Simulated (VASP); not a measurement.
# Pt (P6_3/mmc) in VASP: notebook

The runs below take Pt through single point, with r2SCAN.

Everything below comes from runs of VASP 6.6.1. Logs are shortened: lines on timing, memory, paths and dates and some standing lists are left out, and cuts for length are marked.

### Step 1. The cell of the first run

The structure is hexagonal, space group P6_3/mmc (No. 194). Conventional cell: a = 2.830 Å, b = 2.830 Å, c = 4.912 Å, α = 90.00°, β = 90.00°, γ = 120.00°. Within 3.7 Å of Pt (site symmetry -6m2) lie 12 Pt at 2.83 to 2.95 Å.

This isn't the form of Pt at room conditions, which is fcc.

### Step 2. Single point, r2SCAN (strain +0.025 along x and y, +0.025 along z)

Contents of POSCAR:

```
Pt
1.0
    2.8296822562      0.0000000000      0.0000000000
   -1.4148411281      2.4505767185      0.0000000000
    0.0000000000      0.0000000000      4.9119373500
Pt
2
Direct
    0.6666666667      0.3333333333      0.7500000000
    0.3333333333      0.6666666667      0.2500000000
```

Contents of INCAR.step1:

```
SYSTEM = Pt
PREC = Accurate ; ENCUT = 520
ISMEAR = 0 ; SIGMA = 0.15
LREAL = .FALSE. ; LASPH = .TRUE.
NELM = 100 ; NBANDS = 17
GGA = PE ; ALGO = Normal
EDIFF = 1E-4 ; LWAVE = .TRUE.
LCHARG = .FALSE.
```

Contents of INCAR.step2:

```
SYSTEM = Pt
PREC = Accurate ; ENCUT = 520
EDIFF = 1E-6 ; ISMEAR = 0
SIGMA = 0.15 ; LREAL = .FALSE.
LASPH = .TRUE. ; NELM = 100
ALGO = Normal ; ISIF = 2
LWAVE = .FALSE. ; LCHARG = .FALSE.
METAGGA = R2SCAN ; LMIXTAU = .TRUE.
NBANDS = 17 ; ISTART = 1
```

Contents of KPOINTS:

```
Automatic mesh
0
G
  18 18 10
  0 0 0
```

Potentials or basis: VASP PAW PBE potentials, release 64 (Pt).

Run with:

```bash
cat potpaw_PBE.64/Pt/POTCAR > POTCAR
cp INCAR.step1 INCAR
mpirun -np 1 vasp_std > vasp.out
cp INCAR.step2 INCAR
mpirun -np 1 vasp_std > vasp.out
```

OUTCAR:

```text
SYSTEM = Pt
   PREC = Accurate
   ENCUT = 520
   EDIFF = 1E-6
   ISMEAR = 0
   LREAL = .FALSE.
   LASPH = .TRUE.
   NELM = 100
   ISIF = 2
   METAGGA = R2SCAN
   ISTART = 1

 ion  position               nearest neighbor table
   1  0.667  0.333  0.750-   2 2.95   2 2.95   2 2.95   2 2.95   2 2.95   2 2.95
   2  0.333  0.667  0.250-   1 2.95   1 2.95   1 2.95   1 2.95   1 2.95   1 2.95

  LATTYP: Found a hexagonal cell.
 ALAT       =     2.8296822562
 C/A-ratio  =     1.7358618054

  Lattice vectors:

 A1 = (   2.8296822562,   0.0000000000,   0.0000000000)
 A2 = (  -1.4148411281,   2.4505767185,   0.0000000000)
 A3 = (   0.0000000000,   0.0000000000,   4.9119373500)

Analysis of symmetry for initial positions (statically):
=====================================================================
 Subroutine PRICEL returns:
 Original cell was already a primitive cell.

 Routine SETGRP: Setting up the symmetry group for a
 hexagonal supercell.

 Subroutine GETGRP returns: Found 24 space group operations
 (whereof 12 operations were pure point group operations)
 out of a pool of 24 trial point group operations.

The static configuration has the point symmetry D_3d.
 The point group associated with its full space group is D_6h.

Analysis of symmetry for dynamics (positions and initial velocities):
=====================================================================
 Subroutine PRICEL returns:
 Original cell was already a primitive cell.

 Routine SETGRP: Setting up the symmetry group for a
 hexagonal supercell.

 Subroutine GETGRP returns: Found 24 space group operations
 (whereof 12 operations were pure point group operations)
 out of a pool of 24 trial point group operations.

The dynamic configuration has the point symmetry D_3d.
 The point group associated with its full space group is D_6h.

 Subroutine INISYM returns: Found 24 space group operations
 (whereof 12 operations are pure point group operations),
 and found     1 'primitive' translations

----------------------------------------------------------------------------------------

                                     Primitive cell

  volume of cell :      34.0611

  direct lattice vectors                    reciprocal lattice vectors
     2.829682256  0.000000000  0.000000000     0.353396569  0.204033604  0.000000000
    -1.414841128  2.450576718  0.000000000     0.000000000  0.408067208  0.000000000
     0.000000000  0.000000000  4.911937350     0.000000000  0.000000000  0.203585659

  length of vectors
     2.829682256  2.829682256  4.911937350     0.408067208  0.408067208  0.203585659

  position of ions in fractional coordinates (direct lattice)
     0.666666667  0.333333333  0.750000000
     0.333333333  0.666666667  0.250000000

  ion indices of the primitive-cell ions
   primitive index   ion index
                 1           1
                 2           2

----------------------------------------------------------------------------------------

 KPOINTS: Automatic mesh

Automatic generation of k-mesh.
 Grid dimensions read from file:
 generate k-points for:   18   18   10

 Generating k-lattice:

  Cartesian coordinates                     Fractional coordinates (reciprocal lattice)
     0.019633143  0.011335200  0.000000000     0.055555556  0.000000000  0.000000000
     0.000000000  0.022670400  0.000000000     0.000000000  0.055555556  0.000000000
     0.000000000  0.000000000  0.020358566     0.000000000  0.000000000  0.100000000

  Length of vectors
     0.022670400  0.022670400  0.020358566

  Shift w.r.t. Gamma in fractional coordinates (k-lattice)
     0.000000000  0.000000000  0.000000000

 Subroutine IBZKPT returns following result:
 ===========================================

 Found    222 irreducible k-points:

 Following reciprocal coordinates:
            Coordinates               Weight
  0.000000  0.000000  0.000000      1.000000
  0.055556  0.000000  0.000000      6.000000
  0.111111  0.000000  0.000000      6.000000
  0.166667  0.000000  0.000000      6.000000
  0.222222 -0.000000  0.000000      6.000000
  0.277778 -0.000000  0.000000      6.000000
[... 16 lines left out ...]
  0.333333  0.111111  0.000000     12.000000
  0.388889  0.111111  0.000000     12.000000
 [... further k-points ...]
   k-points           NKPTS =    222   k-points in BZ     NKDIM =    222   number of bands    NBANDS=     17
   number of dos      NEDOS =    301   number of ions     NIONS =      2
   total plane-waves  NPLWV =  23040
   dimension x,y,z NGX =    24 NGY =   24 NGZ =   40
   dimension x,y,z NGXF=    48 NGYF=   48 NGZF=   80
   ions per type =               2
   NGX,Y,Z   is equivalent  to a cutoff of  14.10, 14.10, 13.54 a.u.
   NGXF,Y,Z  is equivalent  to a cutoff of  28.20, 28.20, 27.08 a.u.
 SYSTEM =  Pt
   PREC   = accura    normal or accurate (medium, high low for compatibility)
   ISTART =      1    job   : 0-new  1-cont  2-samecut
[... 103 lines left out ...]
      3       5.0097      2.00000
      4       5.5540      2.00000
      5       5.8625      2.00000
      6       6.0561      2.00000
[... 9 lines left out ...]
     16      26.9012      0.00000
     17      27.0359      0.00000

 k-point     5 :       0.2222   -0.0000    0.0000
  band No.  band energies     occupation
      1       1.2575      2.00000
      2       3.3833      2.00000
      3       4.9941      2.00000
      4       5.2132      2.00000
      5       5.3701      2.00000
      6       6.4583      2.00000
[... 9 lines left out ...]
     16      26.2734      0.00000
     17      27.7045      0.00000

 k-point     6 :       0.2778   -0.0000    0.0000
  band No.  band energies     occupation
      1       1.9274      2.00000
      2       3.4496      2.00000
      3       4.6647      2.00000
      4       5.1953      2.00000
      5       5.3839      2.00000
      6       6.3130      2.00000
[... 9 lines left out ...]
     16      25.2979      0.00000
     17      26.5128      0.00000

 k-point     7 :       0.3333   -0.0000    0.0000
  band No.  band energies     occupation
      1       2.4753      2.00000
      2       3.3138      2.00000
      3       4.2301      2.00000
      4       5.3385      2.00000
      5       5.8405      2.00000
      6       6.0799      2.00000
[... 9 lines left out ...]
     16      23.9706      0.00000
     17      24.3452      0.00000

 k-point     8 :       0.3889    0.0000    0.0000
  band No.  band energies     occupation
      1       2.7842      2.00000
      2       3.1454      2.00000
      3       3.9159      2.00000
      4       5.6594      2.00000
      5       5.8984      2.00000
      6       6.0555      2.00000
[... 9 lines left out ...]
     16      22.0956      0.00000
     17      23.4881      0.00000
[... 203 lines left out ...]
      1       0.9161      2.00000
      2       3.2920      2.00000
      3       4.8488      2.00000
      4       5.5433      2.00000
      5       5.6210      2.00000
      6       5.9877      2.00000
[... 9 lines left out ...]
     16      27.0040      0.00000
     17      27.4195      0.00000

 k-point    20 :       0.1667    0.1111    0.0000
  band No.  band energies     occupation
      1       1.5463      2.00000
      2       3.6781      2.00000
      3       4.6996      2.00000
      4       5.0895      2.00000
      5       5.4016      2.00000
      6       6.0845      2.00000
[... 9 lines left out ...]
     16      26.4046      0.00000
     17      27.5783      0.00000

 k-point    21 :       0.2222    0.1111    0.0000
  band No.  band energies     occupation
      1       2.2265      2.00000
      2       3.7761      2.00000
      3       4.6190      2.00000
      4       4.8242      2.00000
      5       5.3935      2.00000
      6       5.8815      2.00000
[... 9 lines left out ...]
     16      25.4727      0.00000
     17      26.7410      0.00000

 k-point    22 :       0.2778    0.1111    0.0000
  band No.  band energies     occupation
      1       2.8012      2.00000
      2       3.6182      2.00000
      3       4.2374      2.00000
      4       5.1147      2.00000
      5       5.6670      2.00000
      6       5.7421      2.00000
[... 9 lines left out ...]
     16      24.5211      0.00000
     17      24.5997      0.00000

 k-point    23 :       0.3333    0.1111    0.0000
  band No.  band energies     occupation
      1       3.1243      2.00000
      2       3.4369      2.00000
      3       3.9580      2.00000
      4       5.5152      2.00000
      5       5.6734      2.00000
      6       6.0332      2.00000
[... 9 lines left out ...]
     16      22.5169      0.00000
     17      23.7654      0.00000

 k-point    24 :       0.3889    0.1111    0.0000
  band No.  band energies     occupation
      1       3.2338      2.00000
      2       3.3146      2.00000
      3       3.7880      2.00000
      4       5.6777      2.00000
      5       5.9162      2.00000
      6       5.9532      2.00000
[... 9 lines left out ...]
     16      21.1091      0.00000
     17      23.0488      0.00000

 [... further k-points ...]

------------------------ aborting loop because EDIFF is reached ----------------------------------------

  FORCE on cell =-STRESS in cart. coord.  units (eV):
  Direction    XX          YY          ZZ          XY          YZ          ZX
  --------------------------------------------------------------------------------------
  -------------------------------------------------------------------------------------
  Total       -4.4593879     -4.4593879     -3.7693146      0.0000000     -0.0000000      0.0000000
  in kB     -209.7621093   -209.7621093   -177.3022203      0.0000000     -0.0000000      0.0000000
  external PRESSURE =    -198.9421463 kB  Pullay stress =       0.0000000 kB

 VOLUME and BASIS-vectors are now :
 -----------------------------------------------------------------------------
  energy-cutoff  :      520.00
  volume of cell :       34.06
      direct lattice vectors                 reciprocal lattice vectors
     2.829682256  0.000000000  0.000000000     0.353396569  0.204033604  0.000000000
    -1.414841128  2.450576718  0.000000000     0.000000000  0.408067208  0.000000000
     0.000000000  0.000000000  4.911937350     0.000000000  0.000000000  0.203585659

 POSITION                                       TOTAL-FORCE (eV/Angst)
 -----------------------------------------------------------------------------------
      1.41484      0.81686      3.68395        -0.000000      0.000000      0.000000
     -0.00000      1.63372      1.22798         0.000000      0.000000      0.000000
 -----------------------------------------------------------------------------------
    total drift:                               -0.000000      0.000000     -0.000000

  FREE ENERGIE OF THE ION-ELECTRON SYSTEM (eV)
  ---------------------------------------------------
  free  energy   TOTEN  =      -102.6793097169 eV

  energy  without entropy=     -102.6368497519  energy(sigma->0) =     -102.65807973
```

Run time: 2.5 min. Hardware: 1 thread of Intel Xeon 6975P-C (Granite Rapids), shared host; peak memory 0.24 GiB.

What came out:

```
Free energy            : -102.6793 eV
Pressure               : -19.9 GPa
Band gap on the k mesh : zero (bands 10 and 11 overlap by 1.21 eV)
```

Levels at points of the mesh, in eV from the Fermi level:
```
           k point  band 6  band 7  band 8  band 9  band 10  band 11  band 12  band 13  band 14  band 15
(0.00, 0.00, 0.00)   -2.80   -2.80   -1.68   -1.68    -0.25    -0.25    -0.17     4.45    16.16    16.54
(0.50, 0.00, 0.00)   -2.63   -2.19   -0.06    0.26     0.43     2.31     3.70     7.30     8.95     9.33
(0.00, 0.00, 0.50)   -3.12   -3.12   -3.12   -0.77    -0.77    -0.77    -0.77    11.99    11.99    16.45
(0.50, 0.00, 0.50)   -1.67   -0.66   -0.66    0.36     0.36     1.92     1.92     6.26     6.26    14.56
```

Caveat: the cell differs from its parent crystal (strain +0.025 along x and y, +0.025 along z); the cell stands under tension; the PAW data sets were made with another functional, which shifts forces and pressure a little; spin-orbit coupling is left out, which moves the levels of the heavy elements.

### Step 3. Single point, r2SCAN (strain +0.050 along x and y, +0.000 along z)

Contents of POSCAR:

```
Pt
1.0
    2.8986988966      0.0000000000      0.0000000000
   -1.4493494483      2.5103468823      0.0000000000
    0.0000000000      0.0000000000      4.7921340000
Pt
2
Direct
    0.6666666667      0.3333333333      0.7500000000
    0.3333333333      0.6666666667      0.2500000000
```

Contents of INCAR.step1:

```
SYSTEM = Pt
ALGO = Normal
EDIFF = 1E-4
ENCUT = 520
GGA = PE
ISMEAR = 0
LASPH = .True.
LCHARG = .False.
LREAL = .False.
LWAVE = .True.
NBANDS = 17
NELM = 80
PREC = Accurate
SIGMA = 0.15
```

Contents of INCAR.step2:

```
SYSTEM = Pt
ALGO = Normal
EDIFF = 1E-7
ENCUT = 520
ISIF = 2
ISMEAR = 0
ISTART = 1
LASPH = .True.
LCHARG = .True.
LELF = .True.
LMIXTAU = .True.
LREAL = .False.
LVHAR = .True.
LWAVE = .False.
METAGGA = R2SCAN
NBANDS = 17
NELM = 80
PREC = Accurate
SIGMA = 0.15
```

Contents of KPOINTS:

```
k-points
0
Gamma
  18 18 10
  0 0 0
```

Potentials or basis: VASP PAW PBE potentials, release 64 (Pt).

Run with:

```bash
cat potpaw_PBE.64/Pt/POTCAR > POTCAR
cp INCAR.step1 INCAR
mpirun -np 1 vasp_std > vasp.out
cp INCAR.step2 INCAR
mpirun -np 1 vasp_std > vasp.out
```

Wall time 2.4 min (1 thread of Intel Xeon 6975P-C (Granite Rapids), shared host); peak memory 0.24 GiB.

It converged, with:

```
Free energy            : -102.5326 eV
Pressure               : -23.3 GPa
Band gap on the k mesh : zero (bands 10 and 11 overlap by 1.06 eV)
```

Stress tensor (GPa, compression positive):
```
-25.46   0.00   0.00
  0.00 -25.46   0.00
  0.00   0.00 -18.96
```

Levels at points of the mesh, in eV from the Fermi level:
| k point | band 7 | band 8 | band 9 | band 10 | band 11 | band 12 | band 13 | band 14 |
| --- | --- | --- | --- | --- | --- | --- | --- | --- |
| (0.00, 0.00, 0.00) | -2.60 | -1.91 | -1.91 | -0.25 | -0.25 | 0.25 | 4.91 | 15.91 |
| (0.50, 0.00, 0.00) | -2.26 | 0.04 | 0.07 | 0.28 | 2.15 | 3.38 | 7.44 | 9.13 |
| (0.00, 0.00, 0.50) | -3.04 | -3.04 | -0.78 | -0.78 | -0.78 | -0.78 | 12.90 | 12.90 |
| (0.50, 0.00, 0.50) | -0.62 | -0.62 | 0.18 | 0.18 | 1.91 | 1.91 | 5.91 | 5.91 |

Caveat: the cell differs from its parent crystal (strain +0.050 along x and y, +0.000 along z); the stress differs along the axes, from -25 to -19 GPa; the PAW data sets were made with another functional, which shifts forces and pressure a little; spin-orbit coupling is left out, which moves the levels of the heavy elements.

### Step 4. Single point, r2SCAN (strain +0.025 along x and y, +0.050 along z)

Contents of POSCAR:

```
Pt
1.0
    2.8296822562      0.0000000000      0.0000000000
   -1.4148411281      2.4505767185      0.0000000000
    0.0000000000      0.0000000000      5.0317407000
Pt
2
Direct
    0.6666666667      0.3333333333      0.7500000000
    0.3333333333      0.6666666667      0.2500000000
```

Contents of INCAR.step1:

```
PREC = Accurate
ENCUT = 520
ISMEAR = 0
SIGMA = 0.15
LREAL = F
LASPH = T
NELM = 80
NBANDS = 17
GGA = PE
ALGO = Normal
EDIFF = 1E-4
LWAVE = T
LCHARG = F
```

Contents of INCAR.step2:

```
PREC = Accurate
ENCUT = 520
EDIFF = 1E-6
ISMEAR = 0
SIGMA = 0.15
LREAL = F
LASPH = T
NELM = 80
ALGO = Normal
ISIF = 2
LWAVE = F
LCHARG = F
METAGGA = R2SCAN
LMIXTAU = T
NBANDS = 17
ISTART = 1
```

Contents of KPOINTS:

```
regular mesh
0
Gamma
  18 18 10
```

Run with:

```bash
cat potpaw_PBE.64/Pt/POTCAR > POTCAR
cp INCAR.step1 INCAR
mpirun -np 1 vasp_std > vasp.out
cp INCAR.step2 INCAR
mpirun -np 1 vasp_std > vasp.out
```

Run time: 3.3 min. Hardware: 1 thread of Intel Xeon 6975P-C (Granite Rapids), shared host; peak memory 0.25 GiB.

It converged, with:

- Free energy: -102.5769 eV
- Pressure: -22.7 GPa
- Band gap on the k mesh: zero (bands 10 and 11 overlap by 1.20 eV)

Stress tensor (GPa, compression positive):
```
-23.18   0.00   0.00
  0.00 -23.18   0.00
  0.00   0.00 -21.68
```

Levels at points of the mesh, in eV from the Fermi level:
| k point | band 6 | band 7 | band 8 | band 9 | band 10 | band 11 | band 12 | band 13 | band 14 | band 15 |
| --- | --- | --- | --- | --- | --- | --- | --- | --- | --- | --- |
| (0.00, 0.00, 0.00) | -2.74 | -2.74 | -1.48 | -1.48 | -0.23 | -0.23 | -0.19 | 4.02 | 16.06 | 16.31 |
| (0.50, 0.00, 0.00) | -2.55 | -1.99 | -0.13 | 0.34 | 0.49 | 2.33 | 3.72 | 7.12 | 8.72 | 9.05 |
| (0.00, 0.00, 0.50) | -3.00 | -3.00 | -3.00 | -0.71 | -0.71 | -0.71 | -0.71 | 11.29 | 11.29 | 16.59 |
| (0.50, 0.00, 0.50) | -1.53 | -0.61 | -0.61 | 0.43 | 0.43 | 1.97 | 1.97 | 6.20 | 6.20 | 14.11 |

Caveat: the cell differs from its parent crystal (strain +0.025 along x and y, +0.050 along z); the cell stands under tension; the PAW data sets were made with another functional, which shifts forces and pressure a little; spin-orbit coupling is left out, which moves the levels of the heavy elements.

### Step 5. Overview

| cell | gap on the mesh (eV) | pressure (GPa) |
| --- | --- | --- |
| a = 2.830, b = 2.830, c = 4.912 Å, angles 90.0, 90.0, 120.0°, 2 atoms | none | -19.9 |
| a = 2.899, b = 2.899, c = 4.792 Å, angles 90.0, 90.0, 120.0°, 2 atoms | none | -23.3 |
| a = 2.830, b = 2.830, c = 5.032 Å, angles 90.0, 90.0, 120.0°, 2 atoms | none | -22.7 |

Alike in all rows: task single point; level r2SCAN; potentials or basis VASP PAW PBE potentials, release 64 (Pt); no spin polarisation; k mesh 18 × 18 × 10; cutoff (eV) 520; smearing gaussian 0.15 eV.

Caveats: the PAW data sets were made with another functional, which shifts forces and pressure a little; spin-orbit coupling is left out, which moves the levels of the heavy elements; the cell stands under tension (at least some runs); the stress differs along the axes, from -25 to -19 GPa (at least some runs).

Total energies depend on the potentials used, so only differences within one code and one set of settings carry meaning.
